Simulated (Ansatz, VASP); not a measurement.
One calculation of AlH4, two programs

```
Al H
1.0
     3.39090    0.00000    0.00000
     0.00000    3.39090    0.00000
     0.00000    0.00000    3.39090
Al H
1 4
Direct
  0.00000 0.00000 0.00000
  0.50000 0.00000 0.00000
  0.00000 0.50000 0.00000
  0.00000 0.00000 0.50000
  0.50000 0.50000 0.50000
```

Alike in both runs: functional PBE; k mesh 4 × 4 × 4; occupations gaussian, width 0.1 eV; no spin polarisation.

Ansatz relaxed the structure, and its values are those at the end. VASP's run is a single point on that final structure, the one shown.

|  | VASP | Ansatz |
| --- | --- | --- |
| version | VASP 6.6.1 | Ansatz 0.2.0 |
| potentials or method | VASP PAW PBE potentials, release 64 (Al, H), cutoff 520 eV | scalar-relativistic, plane waves, PAW |
| valence electrons in the cell | 7 | 7 |

|  | VASP | Ansatz | Ansatz less VASP |
| --- | --- | --- | --- |
| gap on the k mesh at the Fermi level (eV) | none | none | - |
| pressure (GPa) | -0.4 | -0.2 | +0.22 |

A gap of «none» marks a metal or a gap that the smearing closes. With one functional, cell and mesh, what is left measures potentials, basis and numerics.

The k mesh is coarse, so the values compare programs but aren't converged.
